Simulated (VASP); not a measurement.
# YbC (Pm-3m) in VASP: single point with PBEsol

Aim: the single point of YbC with PBEsol.

Everything below comes from runs of VASP 6.6.1. Logs are shortened: lines on timing, memory, paths and dates and some standing lists are left out, and cuts for length are marked.

### Step 1. The cell of the first run

Symmetry: Pm-3m, No. 221, cubic system. The conventional cell has a = 3.026 Å, b = 3.026 Å, c = 3.026 Å, α = 90.00°, β = 90.00°, γ = 90.00°. Within 3.5 Å of Yb (site symmetry m-3m) lie 8 C at 2.62 Å and 6 Yb at 3.03 Å. C (site symmetry m-3m) has 8 Yb at 2.62 Å and 6 C at 3.03 Å within 3.5 Å.

### Step 2. Single point, PBEsol, collinear spin (13.85 Å³/atom)

Input file INCAR:

```
  PREC = Accurate
  ENCUT = 520
  EDIFF = 1E-6
  ISMEAR = 0
  SIGMA = 0.05
  LREAL = False
  LASPH = True
  NELM = 150
  ALGO = Normal
  ISIF = 2
  LWAVE = False
  LCHARG = False
  ISPIN = 2
  MAGMOM = 0.05 0
  LORBIT = 11
  LMAXMIX = 6
  GGA = PS
  NBANDS = 25
```

Input file KPOINTS:

```
Automatic mesh
0
Gamma
  10 10 10
```

Input file POSCAR:

```
YbC
1.0
    3.0256468391      0.0000000000      0.0000000000
    0.0000000000      3.0256468391      0.0000000000
    0.0000000000      0.0000000000      3.0256468391
Yb C
1 1
Direct
    0.0000000000      0.0000000000      0.0000000000
    0.5000000000      0.5000000000      0.5000000000
```

Potentials or basis: VASP PAW PBE potentials, release 64 (Yb, C).

Launch:

```bash
$ cat potpaw_PBE.64/Yb/POTCAR potpaw_PBE.64/C/POTCAR > POTCAR
$ mpirun -np 1 vasp_std > vasp.out
```

OUTCAR:

```text
PREC = Accurate
   ENCUT = 520
   EDIFF = 1E-6
   ISMEAR = 0
   LREAL = False
   LASPH = True
   NELM = 150
   ISIF = 2
   ISPIN = 2
   LORBIT = 11
   GGA = PS

 ion  position               nearest neighbor table
   1  0.000  0.000  0.000-   2 2.62   2 2.62   2 2.62   2 2.62   2 2.62   2 2.62   2 2.62   2 2.62

   2  0.500  0.500  0.500-   1 2.62   1 2.62   1 2.62   1 2.62   1 2.62   1 2.62   1 2.62   1 2.62

  LATTYP: Found a simple cubic cell.
 ALAT       =     3.0256468391

  Lattice vectors:

 A1 = (   3.0256468391,   0.0000000000,   0.0000000000)
 A2 = (   0.0000000000,   3.0256468391,   0.0000000000)
 A3 = (   0.0000000000,   0.0000000000,   3.0256468391)

Analysis of symmetry for initial positions (statically):
=====================================================================
 Subroutine PRICEL returns:
 Original cell was already a primitive cell.

 Routine SETGRP: Setting up the symmetry group for a
 simple cubic supercell.

 Subroutine GETGRP returns: Found 48 space group operations
 (whereof 48 operations were pure point group operations)
 out of a pool of 48 trial point group operations.

The static configuration has the point symmetry O_h .

Analysis of symmetry for dynamics (positions and initial velocities):
=====================================================================
 Subroutine PRICEL returns:
 Original cell was already a primitive cell.

 Routine SETGRP: Setting up the symmetry group for a
 simple cubic supercell.

 Subroutine GETGRP returns: Found 48 space group operations
 (whereof 48 operations were pure point group operations)
 out of a pool of 48 trial point group operations.

The dynamic configuration has the point symmetry O_h .

Analysis of structural, dynamic, and magnetic symmetry:
=====================================================================
 Subroutine PRICEL returns:
 Original cell was already a primitive cell.

 Routine SETGRP: Setting up the symmetry group for a
 simple cubic supercell.

 Subroutine GETGRP returns: Found 48 space group operations
 (whereof 48 operations were pure point group operations)
 out of a pool of 48 trial point group operations.

The overall configuration has the point symmetry O_h .

 Subroutine INISYM returns: Found 48 space group operations
 (whereof 48 operations are pure point group operations),
 and found     1 'primitive' translations

----------------------------------------------------------------------------------------

                                     Primitive cell

  volume of cell :      27.6984

  direct lattice vectors                    reciprocal lattice vectors
     3.025646839  0.000000000  0.000000000     0.330507840  0.000000000  0.000000000
     0.000000000  3.025646839  0.000000000     0.000000000  0.330507840  0.000000000
     0.000000000  0.000000000  3.025646839     0.000000000  0.000000000  0.330507840

  length of vectors
     3.025646839  3.025646839  3.025646839     0.330507840  0.330507840  0.330507840

  position of ions in fractional coordinates (direct lattice)
     0.000000000  0.000000000  0.000000000
     0.500000000  0.500000000  0.500000000

  ion indices of the primitive-cell ions
   primitive index   ion index
                 1           1
                 2           2

----------------------------------------------------------------------------------------

 KPOINTS: Automatic mesh

Automatic generation of k-mesh.
 Grid dimensions read from file:
 generate k-points for:   10   10   10

 Generating k-lattice:

  Cartesian coordinates                     Fractional coordinates (reciprocal lattice)
     0.033050784  0.000000000  0.000000000     0.100000000  0.000000000  0.000000000
     0.000000000  0.033050784  0.000000000     0.000000000  0.100000000  0.000000000
     0.000000000  0.000000000  0.033050784     0.000000000  0.000000000  0.100000000

  Length of vectors
     0.033050784  0.033050784  0.033050784

  Shift w.r.t. Gamma in fractional coordinates (k-lattice)
     0.000000000  0.000000000  0.000000000

 Subroutine IBZKPT returns following result:
 ===========================================

 Found     56 irreducible k-points:

 Following reciprocal coordinates:
            Coordinates               Weight
  0.000000  0.000000  0.000000      1.000000
  0.100000  0.000000  0.000000      6.000000
  0.200000  0.000000  0.000000      6.000000
  0.300000  0.000000  0.000000      6.000000
  0.400000  0.000000  0.000000      6.000000
  0.500000  0.000000  0.000000      3.000000
[... 16 lines left out ...]
  0.200000  0.100000  0.100000     24.000000
  0.300000  0.100000  0.100000     24.000000
 [... further k-points ...]
   k-points           NKPTS =     56   k-points in BZ     NKDIM =     56   number of bands    NBANDS=     25
   number of dos      NEDOS =    301   number of ions     NIONS =      2
   total plane-waves  NPLWV =  13824
   dimension x,y,z NGX =    24 NGY =   24 NGZ =   24
   dimension x,y,z NGXF=    48 NGYF=   48 NGZF=   48
   ions per type =               1   1
   NGX,Y,Z   is equivalent  to a cutoff of  13.19, 13.19, 13.19 a.u.
   NGXF,Y,Z  is equivalent  to a cutoff of  26.37, 26.37, 26.37 a.u.
 SYSTEM =  unknown system
   PREC   = accura    normal or accurate (medium, high low for compatibility)
   ISTART =      0    job   : 0-new  1-cont  2-samecut
   ICHARG =      2    charge: 1-file 2-atom 10-const
   ISPIN  =      2    spin polarized calculation?
   LNONCOLLINEAR =      F non collinear calculations
   LSORBIT =      F    spin-orbit coupling
   LASPH  =      T    aspherical Exc in radial PAW
   ENCUT  =  520.0 eV  38.22 Ry    6.18 a.u.   5.63  5.63  5.63*2*pi/ulx,y,z
   NELM   =    150;   NELMIN=  2; NELMDL= -5     # of ELM steps
   EDIFF  = 0.1E-05   stopping-criterion for ELM
   LREAL  =      F    real-space projection
   EDIFFG = 0.1E-04   stopping-criterion for IOM
   NSW    =      0    number of steps for IOM
   IBRION =     -1    ionic relax: 0-MD 1-quasi-New 2-CG
   NFREE  =      0    steps in history (QN), initial steepest desc. (CG)
   ISIF   =      2    stress and relaxation
   ISYM   =      2    0-nonsym 1-usesym 2-fastsym
   POTIM  = 0.5000    time-step for ionic-motion
   TEBEG  =    0.0;   TEEND  =   0.0 temperature during run
   PSTRESS=    0.0 pullay stress
   NELECT =      28.0000    total number of electrons
   NUPDOWN=      -1.0000    fix difference up-down
   EMIN   =  10.00;   EMAX   =-10.00  energy-range for DOS
   EFERMI =   0.00;   METHOD = LEGACY
   ISMEAR =     0;   SIGMA  =   0.05  broadening in eV -4-tet -1-fermi 0-gaus
   EFERMI_NEDOS =   21; number of points for ismear=-14 and -15
   IALGO  =     38    algorithm
   IMIX   =      4    mixing-type and parameters
     AMIX     =   0.40;   BMIX     =  1.00
     AMIX_MAG =   1.60;   BMIX_MAG =  1.00
  volume/ion in A,a.u.               =      13.85        93.46
  Fermi-wavevector in a.u.,A,eV,Ry     =   1.643019  3.104856 36.729086  2.699512
  Thomas-Fermi vector in A             =   2.733224
   LORBIT       =     11    0 simple, 1 ext, 2 COOP (PROOUT), +10 PAW based schemes
   GGA     = PS    functional components
   LHFCALC =     F    Hartree Fock is set to
   AEXX    =    0.0000 exact exchange contribution
   IVDW    =     0    specifies the selected vdW correction
   LEPSILON=     F    determine dielectric tensor
   LRPA    =     F    only Hartree local field effects (RPA)
 spin polarized calculation
 Gauss-broadening in eV      SIGMA  =   0.05
  energy-cutoff  :      520.00
  volume of cell :       27.70
 maximum number of plane-waves:       768
 NGX is ok and might be reduce to    24
   NGX = 11   NGY = 11   NGZ = 11

 number of electron      28.0000022 magnetization       0.0222277

 number of electron      28.0000023 magnetization      -0.0000025

 Free energy of the ion-electron system (eV)
  ---------------------------------------------------
  ext. energy  EPLUGINS =         0.00000000
  ---------------------------------------------------
  free energy    TOTEN  =       -12.41357724 eV

  energy without entropy =      -12.41103384  energy(sigma->0) =      -12.41230554

 E-fermi :   3.7482     XC(G=0): -12.5431

 val. band max:        3.7471681780   @ k =   0.1000   0.1000   0.1000
 cond. band min:       3.7700574838   @ k =   0.5000   0.3000   0.3000
 fundamental gap:      0.0228893058
 Fermi energy:         3.7482039265

 spin component 1

 k-point     1 :       0.0000    0.0000    0.0000
  band No.  band energies     occupation
      1     -47.6021      1.00000
      2     -19.3449      1.00000
      3     -19.3449      1.00000
      4     -19.3449      1.00000
      5      -7.6778      1.00000
      6       2.8782      1.00000
[... 17 lines left out ...]
     24      25.1100      0.00000
     25      25.1837      0.00000
[... 621 lines left out ...]
      3     -19.3839      1.00000
      4     -19.3594      1.00000
      5      -5.9931      1.00000
      6       0.6522      1.00000
[... 17 lines left out ...]
     24      21.5529      0.00000
     25      22.0442      0.00000

 [... further k-points ...]

 spin component 2

 k-point     1 :       0.0000    0.0000    0.0000
  band No.  band energies     occupation
      1     -47.6021      1.00000
      2     -19.3449      1.00000
      3     -19.3449      1.00000
      4     -19.3449      1.00000
      5      -7.6778      1.00000
      6       2.8782      1.00000
[... 17 lines left out ...]
     24      25.1090      0.00000
     25      25.1124      0.00000
[... 621 lines left out ...]
      3     -19.3839      1.00000
      4     -19.3594      1.00000
      5      -5.9931      1.00000
      6       0.6522      1.00000
[... 17 lines left out ...]
     24      21.5529      0.00000
     25      22.0442      0.00000

 [... further k-points ...]
[... 5 lines left out ...]
  --------------------------------------------------------------------------------------
  -------------------------------------------------------------------------------------
  Total       -0.6573406     -0.6573406     -0.6573406     -0.0000000     -0.0000000      0.0000000
  in kB      -38.0229968    -38.0229968    -38.0229968     -0.0000000     -0.0000000      0.0000000
  external PRESSURE =     -38.0229968 kB  Pullay stress =       0.0000000 kB

 VOLUME and BASIS-vectors are now :
 -----------------------------------------------------------------------------
  energy-cutoff  :      520.00
  volume of cell :       27.70
      direct lattice vectors                 reciprocal lattice vectors
     3.025646839  0.000000000  0.000000000     0.330507840  0.000000000  0.000000000
     0.000000000  3.025646839  0.000000000     0.000000000  0.330507840  0.000000000
     0.000000000  0.000000000  3.025646839     0.000000000  0.000000000  0.330507840

 POSITION                                       TOTAL-FORCE (eV/Angst)
 -----------------------------------------------------------------------------------
      0.00000      0.00000      0.00000         0.000000      0.000000      0.000000
      1.51282      1.51282      1.51282         0.000000      0.000000      0.000000
 -----------------------------------------------------------------------------------
    total drift:                                0.000000      0.000000      0.000000

  FREE ENERGIE OF THE ION-ELECTRON SYSTEM (eV)
  ---------------------------------------------------
  free  energy   TOTEN  =       -12.4135772364 eV

  energy  without entropy=      -12.4110338423  energy(sigma->0) =      -12.41230554

 total charge

# of ion       s       p       d       f       tot
--------------------------------------------------
    1        2.173   6.110   0.595  13.437  22.315
    2        0.901   1.293   0.000   0.000   2.194
--------------------------------------------------
tot          3.074   7.402   0.595  13.437  24.509

 magnetization (x)

# of ion       s       p       d       f       tot
--------------------------------------------------
    1        0.000   0.000   0.000   0.000   0.000
    2       -0.000  -0.000   0.000   0.000  -0.000
--------------------------------------------------
tot          0.000  -0.000   0.000   0.000   0.000
```

Wall time 5.5 min (1 thread of Intel Xeon 8259CL, shared host); peak memory 0.21 GiB.

Results:

* Free energy: -12.4136 eV
* Pressure: -3.8 GPa
* Band gap on the k mesh: zero (filled and empty bands overlap)
* Net moment: 0.00 μB per cell
* Valence electrons inside the program's atomic spheres: Yb 22.32; C 2.19

Levels at points of the mesh, in eV from the Fermi level:
Spin up:
```tsv
k point	band 12	band 13	band 14	band 15	band 16	band 17
(0.00, 0.00, 0.00)	-0.65	0.50	0.50	1.55	1.55	1.55
(0.50, 0.00, 0.00)	-0.50	-0.50	-0.10	-0.10	1.85	8.20
(0.50, 0.50, 0.00)	-0.48	-0.36	-0.36	1.15	2.17	5.45
(0.50, 0.50, 0.50)	-0.56	-0.56	-0.56	-0.50	10.02	10.02
```
Spin down:
```csv
k point,band 12,band 13,band 14,band 15,band 16,band 17
"(0.00, 0.00, 0.00)",-0.65,0.50,0.50,1.55,1.55,1.55
"(0.50, 0.00, 0.00)",-0.50,-0.50,-0.10,-0.10,1.85,8.20
"(0.50, 0.50, 0.00)",-0.48,-0.36,-0.36,1.15,2.17,5.45
"(0.50, 0.50, 0.50)",-0.56,-0.56,-0.56,-0.50,10.02,10.02
```

Caveat: the cell stands under tension; the PAW data sets were made with another functional, which shifts forces and pressure a little; spin-orbit coupling is left out, which moves the levels of the heavy elements.

The gap in the log of VASP goes by the Fermi energy; the results here count the filled bands.